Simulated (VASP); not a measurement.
Runs of VASP 6.6.1 on ZnSe. The structure is that of space group I-4m2 (No. 119), or close to it. The cells are those of the table. 

| cell | gap on the mesh (eV) | pressure (GPa) |
| --- | --- | --- |
| a = 3.842, b = 4.153 Å, angles 57.3, 65.4, 57.3°, 2 atoms | (b) | 0.3 |
| a = 4.058, b = 3.720 Å, angles 62.7, 54.6, 62.7°, 2 atoms | (a) | 0.5 |
| a = 3.910, b = 3.991 Å, angles 59.3, 61.4, 59.3°, 2 atoms | 1.19 | 0.4 |
| a = 3.886, b = 4.045 Å, angles 58.6, 62.7, 58.6°, 2 atoms | 1.10 | 0.4 |
| a = 4.025, b = 3.774 Å, angles 62.0, 55.9, 62.0°, 2 atoms | 1.05 | 0.4 |

Alike in all rows: task single point; level LDA; potentials or basis VASP PAW LDA potentials, release 64 (Zn, Se); no spin polarisation; k mesh 8 × 8 × 8; cutoff (eV) 520; smearing gaussian 0.05 eV.

**Question.** Estimate the missing entries.

**Answer.** (a) 0.92; (b) 0.95.

A k mesh can miss the band edges, and the runs leave out spin-orbit coupling on Se.
